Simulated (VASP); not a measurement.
Set up this calculation in VASP 6.6.1, as the native input.

```
Task                   : relaxation of cell and atoms
Functional             : PBE
Potentials or basis    : VASP PAW PBE potentials, release 64 (Si, N)
Cutoff                 : 600 eV
k mesh                 : 24 × 24 × 20
Occupations            : gaussian, width 0.1 eV
Spin                   : no spin polarisation
Dipole correction      : no
Further INCAR settings : ALGO = Normal; EDIFF = 1e-06; IBRION = 2; EDIFFG = -0.01; NSW = 100; ISIF = 3
```

The structure of SiN lies in POSCAR:

```
SiN
1.0
    2.7548624505      0.0000000000      0.0000000000
   -1.3774312253      2.3857808661      0.0000000000
    0.0000000000      0.0000000000      2.6634078526
Si N
1 1
Direct
    0.0000000000      0.0000000000      0.0000000000
    0.6666666667      0.3333333333      0.5000000000
```

One way to write it, as run:

INCAR

```
PREC = Accurate
ENCUT = 600
EDIFF = 1E-6
ISMEAR = 0
SIGMA = 0.1
LREAL = False
LASPH = True
NELM = 80
ALGO = Normal
ISIF = 3
LWAVE = False
LCHARG = False
GGA = PE
IBRION = 2
NSW = 100
EDIFFG = -0.01
```

KPOINTS

```
Automatic mesh
0
Gamma
  24 24 20
```

Potentials or basis: VASP PAW PBE potentials, release 64 (Si, N).

Command:

```sh
$ cat potpaw_PBE.64/Si/POTCAR potpaw_PBE.64/N/POTCAR > POTCAR
$ mpirun -np 1 vasp_std > vasp.out
```

It gave:

```json
{"Relaxed volume": "8.74 Å³/atom", "Relaxed cell": "a = 2.745 Å, b = 2.745 Å, c = 2.678 Å, α = 90.00°, β = 90.00°, γ = 120.00°", "Space group after relaxing (to 0.1 Å)": "P-6m2 (No. 187)", "Energy gained by relaxing": "1.2 meV/atom", "Ionic steps": "4", "Pressure after relaxing": "0.1 GPa", "Band gap on the k mesh": "zero (an odd number of electrons rules out a gap without spin polarisation)"}
```

Run time: 3.1 min on 1 thread of Intel Xeon 8259CL, on a shared host, peak memory 0.24 GiB.
